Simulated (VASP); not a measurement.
Here is a VASP 6.6.1 calculation.

INCAR

```
  PREC = Accurate
  ENCUT = 600
  EDIFF = 1E-7
  ISMEAR = 0
  SIGMA = 0.1
  LREAL = False
  LASPH = True
  NELM = 80
  ALGO = Normal
  ISIF = 3
  LWAVE = False
  LCHARG = False
  GGA = PE
  IBRION = 2
  NSW = 90
  EDIFFG = -0.04
```

The input KPOINTS:

```
regular mesh
0
Gamma
  4 4 1
```

The input POSCAR:

```
Al5GaAs6
1.0
    3.8380647000      0.0000000000      0.0000000000
    0.0000000000      3.8380647000      0.0000000000
    0.0000000000      0.0000000000     16.2835294700
Al Ga As
5 1 6
Direct
    0.0000000000      0.0000000000      0.6666666700
    0.5000000000      0.5000000000      0.8333333300
    0.0000000000      0.0000000000      0.0000000000
    0.5000000000      0.5000000000      0.1666666700
    0.0000000000      0.0000000000      0.3333333300
    0.5000000000      0.5000000000      0.5000000000
    0.5000000000      0.0000000000      0.9166666700
    0.0000000000      0.5000000000      0.0833333300
    0.5000000000      0.0000000000      0.2500000000
    0.0000000000      0.5000000000      0.4166666700
    0.5000000000      0.0000000000      0.5833333300
    0.0000000000      0.5000000000      0.7500000000
```

Potentials or basis: VASP PAW PBE potentials, release 64 (Al, Ga_d, As).

Run with:

```console
$ cat potpaw_PBE.64/Al/POTCAR potpaw_PBE.64/Ga_d/POTCAR potpaw_PBE.64/As/POTCAR > POTCAR
$ mpirun -np 1 vasp_std > vasp.out
```

What does it give for the space group after relaxing (to 0.1 Å)?

P-4m2 (No. 115).

What does it give for the band gap on the k mesh?

1.31 eV.

What does it give for the relaxed volume?

23.66 Å³/atom.

Forces on the atoms (eV/Å):
```
Al   0.000  0.000  0.005
Al   0.000  0.000  0.001
Al   0.000  0.000  0.000
Al   0.000  0.000 -0.001
Al   0.000  0.000 -0.005
Ga   0.000  0.000  0.000
As   0.000  0.000 -0.001
As   0.000  0.000  0.001
As   0.000  0.000 -0.014
As   0.000  0.000 -0.004
As   0.000  0.000  0.004
As   0.000  0.000  0.014
```

Caveat: the volume moved by over 15 % at a fixed basis, so the end points are rough; an odd mesh through Γ misses points on the zone boundary, where band edges can lie.
